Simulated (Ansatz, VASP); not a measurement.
# AgCl in VASP and in Ansatz

```
CELL_PARAMETERS angstrom
0.00000 2.80602 2.80602
2.80602 0.00000 2.80602
2.80602 2.80602 0.00000
ATOMIC_POSITIONS crystal
Ag 0.50000 0.50000 0.57484
Cl 0.00000 0.00000 0.77228
```

Change from the starting cell: mode 4 frozen in at -0.639 Å and mode 5 at -0.639 Å (largest displacements).

Alike in both runs: task single point; functional PBE; k mesh 8 × 8 × 8; occupations gaussian, width 0.05 eV; no spin polarisation.

|  | VASP | Ansatz |
| --- | --- | --- |
| version | VASP 6.6.1 | Ansatz 0.2.0 |
| potentials or method | VASP PAW PBE potentials, release 64 (Ag, Cl), cutoff 520 eV | scalar-relativistic, plane waves, PAW |
| valence electrons in the cell | 18 | 26 |

Ansatz gave:

* gap on the k mesh at the Fermi level (eV): 2.47
* least direct gap on the mesh (eV): 2.55
* pressure (GPa): 20.8
* traceless stress, the component that is largest in VASP (GPa): -21.82
* rms of the force components (eV/Å): 1.189

Task: Which values does VASP return?

Result: gap on the k mesh at the Fermi level (eV): 2.48; least direct gap on the mesh (eV): 2.56; pressure (GPa): 20.5; traceless stress, the component that is largest in VASP (GPa): -21.58; rms of the force components (eV/Å): 1.169.

Atom by atom the forces differ by 0.020 eV/Å (rms over components). VASP's potentials hold 18 valence electrons a cell and Ansatz's 26, so a difference there can come from the potentials and not from the codes.
